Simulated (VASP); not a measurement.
# Na4HF3 (Pm-3m) in VASP: settings compared

The runs below take Na4HF3 through single point, with PBE, LDA.

All numbers are computed with VASP 6.6.1; they aren't measurements. Logs are shortened: lines on timing, memory, paths and dates and some standing lists are left out, and cuts for length are marked.

## 1. The cell of the first run

It takes space group Pm-3m (No. 221, cubic). Conventional cell: a = 4.947 Å, b = 4.947 Å, c = 4.947 Å, α = 90.00°, β = 90.00°, γ = 90.00°. Na (site symmetry m-3m) has 6 F at 2.47 Å within 3.3 Å. Na (site symmetry 4/mmm) has 2 H at 2.47 Å and 4 F at 2.47 Å within 3.3 Å. H (site symmetry m-3m) has 6 Na at 2.47 Å within 3.3 Å. Within 3.3 Å of F (site symmetry 4/mmm) lie 6 Na at 2.47 Å.

## 2. Single point, PBE

INCAR

```
ALGO     = Normal         # electronic algorithm
EDIFF    = 1E-7           # SCF threshold, eV
ENCUT    = 520            # plane-wave cutoff, eV
GGA      = PE             # functional
ISIF     = 2              # what is computed and relaxed
ISMEAR   = 0              # smearing method
LASPH    = T              # aspherical terms in the spheres
LCHARG   = T              # write CHGCAR
LELF     = T              # ELF
LREAL    = F              # projectors in reciprocal space
LVHAR    = T            
LWAVE    = F              # write WAVECAR
NBANDS   = 35             # bands
NELM     = 80             # most SCF steps
PREC     = Accurate       # precision mode
SIGMA    = 0.1            # smearing width, eV
```

KPOINTS

```
k-points
0
Gamma
  4 4 4
```

POSCAR

```
Na4HF3
1.0
    4.9470000000      0.0000000000      0.0000000000
    0.0000000000      4.9470000000      0.0000000000
    0.0000000000      0.0000000000      4.9470000000
Na H F
4 1 3
Direct
    0.0000000000      0.0000000000      0.0000000000
    0.5000000000      0.5000000000      0.0000000000
    0.5000000000      0.0000000000      0.5000000000
    0.0000000000      0.5000000000      0.5000000000
    0.5000000000      0.5000000000      0.5000000000
    0.0000000000      0.0000000000      0.5000000000
    0.0000000000      0.5000000000      0.0000000000
    0.5000000000      0.0000000000      0.0000000000
```

Potentials or basis: VASP PAW PBE potentials, release 64 (Na_pv, H, F).

Launch:

```console
cat potpaw_PBE.64/Na_pv/POTCAR potpaw_PBE.64/H/POTCAR potpaw_PBE.64/F/POTCAR > POTCAR
mpirun -np 1 vasp_std > vasp.out
```

OUTCAR:

```text
EDIFF = 1E-7
   ENCUT = 520
   GGA = PE
   ISIF = 2
   ISMEAR = 0
   LASPH = T
   LREAL = F
   NELM = 80
   PREC = Accurate

 ion  position               nearest neighbor table
   1  0.000  0.000  0.000-
   2  0.500  0.500  0.000-
   3  0.500  0.000  0.500-
   4  0.000  0.500  0.500-
   5  0.500  0.500  0.500-
   6  0.000  0.000  0.500-
   7  0.000  0.500  0.000-
   8  0.500  0.000  0.000-

  LATTYP: Found a simple cubic cell.
 ALAT       =     4.9470000000

  Lattice vectors:

 A1 = (   4.9470000000,   0.0000000000,   0.0000000000)
 A2 = (   0.0000000000,   4.9470000000,   0.0000000000)
 A3 = (   0.0000000000,   0.0000000000,   4.9470000000)

Analysis of symmetry for initial positions (statically):
=====================================================================
 Subroutine PRICEL returns:
 Original cell was already a primitive cell.

 Routine SETGRP: Setting up the symmetry group for a
 simple cubic supercell.

 Subroutine GETGRP returns: Found 48 space group operations
 (whereof 48 operations were pure point group operations)
 out of a pool of 48 trial point group operations.

The static configuration has the point symmetry O_h .

Analysis of symmetry for dynamics (positions and initial velocities):
=====================================================================
 Subroutine PRICEL returns:
 Original cell was already a primitive cell.

 Routine SETGRP: Setting up the symmetry group for a
 simple cubic supercell.

 Subroutine GETGRP returns: Found 48 space group operations
 (whereof 48 operations were pure point group operations)
 out of a pool of 48 trial point group operations.

The dynamic configuration has the point symmetry O_h .

 Subroutine INISYM returns: Found 48 space group operations
 (whereof 48 operations are pure point group operations),
 and found     1 'primitive' translations

----------------------------------------------------------------------------------------

                                     Primitive cell

  volume of cell :     121.0670

  direct lattice vectors                    reciprocal lattice vectors
     4.947000000  0.000000000  0.000000000     0.202142713  0.000000000  0.000000000
     0.000000000  4.947000000  0.000000000     0.000000000  0.202142713  0.000000000
     0.000000000  0.000000000  4.947000000     0.000000000  0.000000000  0.202142713

  length of vectors
     4.947000000  4.947000000  4.947000000     0.202142713  0.202142713  0.202142713

  position of ions in fractional coordinates (direct lattice)
     0.000000000  0.000000000  0.000000000
     0.500000000  0.500000000  0.000000000
     0.500000000  0.000000000  0.500000000
     0.000000000  0.500000000  0.500000000
     0.500000000  0.500000000  0.500000000
     0.000000000  0.000000000  0.500000000
     0.000000000  0.500000000  0.000000000
     0.500000000  0.000000000  0.000000000

  ion indices of the primitive-cell ions
   primitive index   ion index
                 1           1
                 2           2
                 3           3
                 4           4
                 5           5
                 6           6
                 7           7
                 8           8

----------------------------------------------------------------------------------------

 KPOINTS: k-points

Automatic generation of k-mesh.
 Grid dimensions read from file:
 generate k-points for:    4    4    4

 Generating k-lattice:

  Cartesian coordinates                     Fractional coordinates (reciprocal lattice)
     0.050535678  0.000000000  0.000000000     0.250000000  0.000000000  0.000000000
     0.000000000  0.050535678  0.000000000     0.000000000  0.250000000  0.000000000
     0.000000000  0.000000000  0.050535678     0.000000000  0.000000000  0.250000000

  Length of vectors
     0.050535678  0.050535678  0.050535678

  Shift w.r.t. Gamma in fractional coordinates (k-lattice)
     0.000000000  0.000000000  0.000000000

 Subroutine IBZKPT returns following result:
 ===========================================

 Found     10 irreducible k-points:

 Following reciprocal coordinates:
            Coordinates               Weight
  0.000000  0.000000  0.000000      1.000000
  0.250000  0.000000  0.000000      6.000000
  0.500000  0.000000  0.000000      3.000000
  0.250000  0.250000  0.000000     12.000000
  0.500000  0.250000  0.000000     12.000000
  0.500000  0.500000  0.000000      3.000000
  0.250000  0.250000  0.250000      8.000000
  0.500000  0.250000  0.250000     12.000000
  0.500000  0.500000  0.250000      6.000000
  0.500000  0.500000  0.500000      1.000000
   k-points           NKPTS =     10   k-points in BZ     NKDIM =     10   number of bands    NBANDS=     35
   number of dos      NEDOS =    301   number of ions     NIONS =      8
   total plane-waves  NPLWV =  64000
   dimension x,y,z NGX =    40 NGY =   40 NGZ =   40
   dimension x,y,z NGXF=    80 NGYF=   80 NGZF=   80
   ions per type =               4   1   3
   NGX,Y,Z   is equivalent  to a cutoff of  13.44, 13.44, 13.44 a.u.
   NGXF,Y,Z  is equivalent  to a cutoff of  26.88, 26.88, 26.88 a.u.
 SYSTEM =  unknown system
   PREC   = accura    normal or accurate (medium, high low for compatibility)
   ISTART =      0    job   : 0-new  1-cont  2-samecut
   ICHARG =      2    charge: 1-file 2-atom 10-const
   ISPIN  =      1    spin polarized calculation?
   LNONCOLLINEAR =      F non collinear calculations
   LSORBIT =      F    spin-orbit coupling
   LASPH  =      T    aspherical Exc in radial PAW
   ENCUT  =  520.0 eV  38.22 Ry    6.18 a.u.   9.20  9.20  9.20*2*pi/ulx,y,z
   NELM   =     80;   NELMIN=  2; NELMDL= -5     # of ELM steps
   EDIFF  = 0.1E-06   stopping-criterion for ELM
   LREAL  =      F    real-space projection
   EDIFFG = 0.1E-05   stopping-criterion for IOM
   NSW    =      0    number of steps for IOM
   IBRION =     -1    ionic relax: 0-MD 1-quasi-New 2-CG
   NFREE  =      0    steps in history (QN), initial steepest desc. (CG)
   ISIF   =      2    stress and relaxation
   ISYM   =      2    0-nonsym 1-usesym 2-fastsym
   POTIM  = 0.5000    time-step for ionic-motion
   TEBEG  =    0.0;   TEEND  =   0.0 temperature during run
   PSTRESS=    0.0 pullay stress
   NELECT =      50.0000    total number of electrons
   NUPDOWN=      -1.0000    fix difference up-down
   EMIN   =  10.00;   EMAX   =-10.00  energy-range for DOS
   EFERMI =   0.00;   METHOD = LEGACY
   ISMEAR =     0;   SIGMA  =   0.10  broadening in eV -4-tet -1-fermi 0-gaus
   EFERMI_NEDOS =   21; number of points for ismear=-14 and -15
   IALGO  =     38    algorithm
   IMIX   =      4    mixing-type and parameters
     AMIX     =   0.40;   BMIX     =  1.00
     AMIX_MAG =   1.60;   BMIX_MAG =  1.00
  volume/ion in A,a.u.               =      15.13       102.13
  Fermi-wavevector in a.u.,A,eV,Ry     =   1.219148  2.303855 20.222620  1.486321
  Thomas-Fermi vector in A             =   2.354410
   LORBIT       =      0    0 simple, 1 ext, 2 COOP (PROOUT), +10 PAW based schemes
   GGA     = PE    functional components
   LHFCALC =     F    Hartree Fock is set to
   AEXX    =    0.0000 exact exchange contribution
   IVDW    =     0    specifies the selected vdW correction
   LEPSILON=     F    determine dielectric tensor
   LRPA    =     F    only Hartree local field effects (RPA)
 non-spin polarized calculation
 Gauss-broadening in eV      SIGMA  =   0.10
  energy-cutoff  :      520.00
  volume of cell :      121.07
 maximum number of plane-waves:      3294
 NGX is ok and might be reduce to    40
   NGX = 19   NGY = 19   NGZ = 19

 number of electron      49.9999989 magnetization

 Free energy of the ion-electron system (eV)
  ---------------------------------------------------
  ext. energy  EPLUGINS =         0.00000000
  ---------------------------------------------------
  free energy    TOTEN  =       -30.56707457 eV

  energy without entropy =      -30.56707457  energy(sigma->0) =      -30.56707457

 E-fermi :  -0.6857     XC(G=0):  -8.0816

 val. band max:       -1.2048759948   @ k =   0.5000   0.5000   0.0000
 cond. band min:       3.4455149854   @ k =   0.5000   0.0000   0.0000
 fundamental gap:      4.6503909802
 Fermi energy:        -0.6857089453

 k-point     1 :       0.0000    0.0000    0.0000
  band No.  band energies     occupation
      1     -22.7627      2.00000
      2     -22.7627      2.00000
      3     -22.7627      2.00000
      4     -22.7214      2.00000
      5     -22.7214      2.00000
      6     -22.7214      2.00000
[... 27 lines left out ...]
     34       9.4442      0.00000
     35      10.4549      0.00000

 k-point     2 :       0.2500    0.0000    0.0000
  band No.  band energies     occupation
      1     -22.7855      2.00000
      2     -22.7628      2.00000
      3     -22.7580      2.00000
      4     -22.7580      2.00000
      5     -22.7355      2.00000
      6     -22.7238      2.00000
[... 27 lines left out ...]
     34       9.8206      0.00000
     35      10.5214      0.00000

 k-point     3 :       0.5000    0.0000    0.0000
  band No.  band energies     occupation
      1     -22.8183      2.00000
      2     -22.8005      2.00000
      3     -22.7515      2.00000
      4     -22.7515      2.00000
      5     -22.7515      2.00000
      6     -22.7394      2.00000
[... 27 lines left out ...]
     34      10.9334      0.00000
     35      10.9532      0.00000
[... 191 lines left out ...]
 k-point     9 :       0.5000    0.5000    0.2500
  band No.  band energies     occupation
      1     -22.9313      2.00000
      2     -22.9223      2.00000
      3     -22.9223      2.00000
      4     -22.7764      2.00000
      5     -22.7287      2.00000
      6     -22.7212      2.00000
[... 27 lines left out ...]
     34      12.8155      0.00000
     35      12.8155      0.00000

 k-point    10 :       0.5000    0.5000    0.5000
  band No.  band energies     occupation
      1     -22.9614      2.00000
      2     -22.9614      2.00000
      3     -22.9614      2.00000
      4     -22.7845      2.00000
      5     -22.7211      2.00000
      6     -22.7211      2.00000
[... 27 lines left out ...]
     34      14.6731      0.00000
     35      14.6731      0.00000

------------------------ aborting loop because EDIFF is reached ----------------------------------------

  FORCE on cell =-STRESS in cart. coord.  units (eV):
  Direction    XX          YY          ZZ          XY          YZ          ZX
  --------------------------------------------------------------------------------------
  -------------------------------------------------------------------------------------
  Total       -3.0757659     -3.0757659     -3.0757659      0.0000000      0.0000000     -0.0000000
  in kB      -40.7040978    -40.7040978    -40.7040978      0.0000000      0.0000000     -0.0000000
  external PRESSURE =     -40.7040978 kB  Pullay stress =       0.0000000 kB

 VOLUME and BASIS-vectors are now :
 -----------------------------------------------------------------------------
  energy-cutoff  :      520.00
  volume of cell :      121.07
      direct lattice vectors                 reciprocal lattice vectors
     4.947000000  0.000000000  0.000000000     0.202142713  0.000000000  0.000000000
     0.000000000  4.947000000  0.000000000     0.000000000  0.202142713  0.000000000
     0.000000000  0.000000000  4.947000000     0.000000000  0.000000000  0.202142713

 POSITION                                       TOTAL-FORCE (eV/Angst)
 -----------------------------------------------------------------------------------
      0.00000      0.00000      0.00000         0.000000      0.000000      0.000000
      2.47350      2.47350      0.00000         0.000000      0.000000      0.000000
      2.47350      0.00000      2.47350         0.000000      0.000000      0.000000
      0.00000      2.47350      2.47350         0.000000      0.000000      0.000000
      2.47350      2.47350      2.47350         0.000000      0.000000      0.000000
      0.00000      0.00000      2.47350         0.000000      0.000000      0.000000
      0.00000      2.47350      0.00000         0.000000      0.000000      0.000000
      2.47350      0.00000      0.00000         0.000000      0.000000      0.000000
 -----------------------------------------------------------------------------------
    total drift:                                0.000000      0.000000     -0.000000

  FREE ENERGIE OF THE ION-ELECTRON SYSTEM (eV)
  ---------------------------------------------------
  free  energy   TOTEN  =       -30.5670745713 eV

  energy  without entropy=      -30.5670745713  energy(sigma->0) =      -30.56707457
```

It took 33 s on 1 thread of Intel Xeon Platinum 8488C (Sapphire Rapids), shared host; peak memory 0.24 GiB.

Results:

| Property | Result |
| --- | --- |
| Free energy | -30.5671 eV |
| Pressure | -4.1 GPa |
| Band gap on the k mesh | 4.65 eV, indirect (least direct gap 4.79 eV) |

(Part 1 of 2 ends here.)
